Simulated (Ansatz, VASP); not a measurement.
**One calculation of InPd, two programs**

Contents of INCAR:

```
ALGO = Normal ; EDIFF = 1E-7
ENCUT = 520 ; GGA = PE
ISIF = 2 ; ISMEAR = -1
LASPH = True ; LCHARG = True
LELF = True ; LREAL = False
LVHAR = True ; LWAVE = False
NBANDS = 18 ; NELM = 100
PREC = Accurate ; SIGMA = 0.05
```

The input KPOINTS:

```
k-points
0
Gamma
  9 9 9
```

POSCAR

```
InPd
1.0
    3.2718847800      0.0000000000      0.0000000000
    0.0000000000      3.2718847800      0.0000000000
    0.0000000000      0.0000000000      3.2718847800
In Pd
1 1
Direct
    0.0000000000      0.0000000000      0.0000000000
    0.5000000000      0.5000000000      0.5000000000
```

Input for Ansatz:

```yaml
crystal:
  lattice:
    - [3.27188478, 0.0, 0.0]
    - [0.0, 3.27188478, 0.0]
    - [0.0, 0.0, 3.27188478]
  atoms:
    - { symbol: In, position: [0.0, 0.0, 0.0] }
    - { symbol: Pd, position: [0.5, 0.5, 0.5] }
kpoints:
  mp_grid: { grid: [9, 9, 9] }
scf:
  occupations: { method: fermi_dirac, width: 0.05 }
hamiltonian:
  xc: pbe
  pseudopotentials: { kind: all_electron, lapw: { basis_error: 0.001 } }
output:
  forces: true
  stress: true
  eigenvalues: true
  populations: true
```

Alike in both runs: task single point; functional PBE; k mesh 9 × 9 × 9; occupations fermi-dirac, width 0.05 eV; no spin polarisation.

|  | VASP | Ansatz |
| --- | --- | --- |
| version | VASP 6.6.1 | Ansatz 0.2.0 |
| potentials or method | VASP PAW PBE potentials, release 64 (In_d, Pd), cutoff 520 eV | all-electron LAPW, scalar-relativistic |

```tsv
	VASP	Ansatz	Ansatz less VASP
pressure (GPa)	3.8	3.8	-0.08
```

Ansatz ran all-electron here, and VASP with PAW potentials.
